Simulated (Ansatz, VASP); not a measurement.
# Two plane-wave programs on BeTe2

```
Be Te
1.0
     3.59081    0.00000    0.00000
    -1.79541    3.10974    0.00000
     0.00000    0.00000    8.96033
Be Te
1 2
Cartesian
  0.0000 0.0000 4.4802
  0.0000 0.0000 6.7113
  0.0000 0.0000 2.2491
```

Alike in both runs: functional PBE; k mesh 6 × 6 × 3; occupations gaussian, width 0.2 eV; no spin polarisation.

Ansatz relaxed the structure, and its values are those at the end. VASP's run is a single point on that final structure, the one shown.

|  | VASP | Ansatz |
| --- | --- | --- |
| version | VASP 6.6.1 | Ansatz 0.2.0 |
| potentials or method | VASP PAW PBE potentials, release 64 (Be, Te), cutoff 600 eV | scalar-relativistic, plane waves, PAW |
| valence electrons in the cell | 14 | 34 |

```csv
,VASP,Ansatz,Ansatz less VASP
gap on the k mesh at the Fermi level (eV),none,none,-
pressure (GPa),0.1,0.1,-0.06
rms of the force components (eV/Å),0.018,0.003,-0.0152
```

A gap of «none» marks a metal or a gap that the smearing closes. The functional is the same, so the differences come from potentials, cutoffs and numerics. VASP's potentials hold 14 valence electrons a cell and Ansatz's 34, so a difference there can come from the potentials and not from the codes.

Spin-orbit coupling is off throughout.
